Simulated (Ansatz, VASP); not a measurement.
## Nb in VASP and in Ansatz

The input INCAR:

```
SYSTEM = Nb
  PREC = Accurate
  ENCUT = 500
  EDIFF = 1E-6
  ISMEAR = 0
  SIGMA = 0.15
  LREAL = .False.
  LASPH = .True.
  NELM = 200
  ALGO = Normal
  ISIF = 2
  LWAVE = .False.
  LCHARG = .True.
  ISPIN = 2
  MAGMOM = 0.5
  LORBIT = 11
  LMAXMIX = 4
  GGA = LIBXC
  LIBXC1 = GGA_X_B88
  LIBXC2 = GGA_C_PBE
  LELF = .True.
  LVHAR = .True.
  NBANDS = 16
  GGA_COMPAT = .False.
```

The input KPOINTS:

```
Automatic mesh
0
Gamma
  11 11 11
  0 0 0
```

POSCAR

```
Nb
1.0
    0.0000000000      2.1290070307      2.1290070307
    2.1290070307      0.0000000000      2.1290070307
    2.1290070307      2.1290070307      0.0000000000
Nb
1
Direct
    0.0000000000      0.0000000000      0.0000000000
```

The input input.yaml:

```yaml
crystal:
  lattice:
    - [0.0, 2.1290070307, 2.1290070307]
    - [2.1290070307, 0.0, 2.1290070307]
    - [2.1290070307, 2.1290070307, 0.0]
  atoms:
    - { symbol: Nb, position: [0.0, 0.0, 0.0], spin: 0.5 }
kpoints:
  mp_grid: { grid: [11, 11, 11] }
scf:
  occupations: { method: gaussian, width: 0.15 }
hamiltonian:
  xc: { exchange: b88, correlation: pbe }
  pseudopotentials: { kind: all_electron, lapw: { basis_error: 0.0005 } }
magnetization:
  spin_polarized: true
output:
  forces: true
  stress: true
  eigenvalues: true
```

Change from the starting cell: volume scaled by 1.02.

Alike in both runs: task single point; functional b88 exchange, pbe correlation; k mesh 11 × 11 × 11; occupations gaussian, width 0.15 eV; collinear spin.

|  | VASP | Ansatz |
| --- | --- | --- |
| version | VASP 6.6.1 | Ansatz 0.2.0 |
| potentials or method | VASP PAW PBE potentials, release 64 (Nb_sv), cutoff 500 eV | all-electron LAPW, scalar-relativistic |

VASP gave:

```
gap on the k mesh at the Fermi level (eV) : none
pressure (GPa)                            : -5.4
net moment per atom (μB)                  : 0.00
```

Question: Which values does Ansatz return?

Answer: gap on the k mesh at the Fermi level (eV): none; pressure (GPa): -5.1; net moment per atom (μB): 0.00.

VASP's potentials were made for PBE, not for b88 exchange, pbe correlation. A gap of «none» marks a metal or a gap that the smearing closes. Ansatz ran all-electron here, and VASP with PAW potentials.
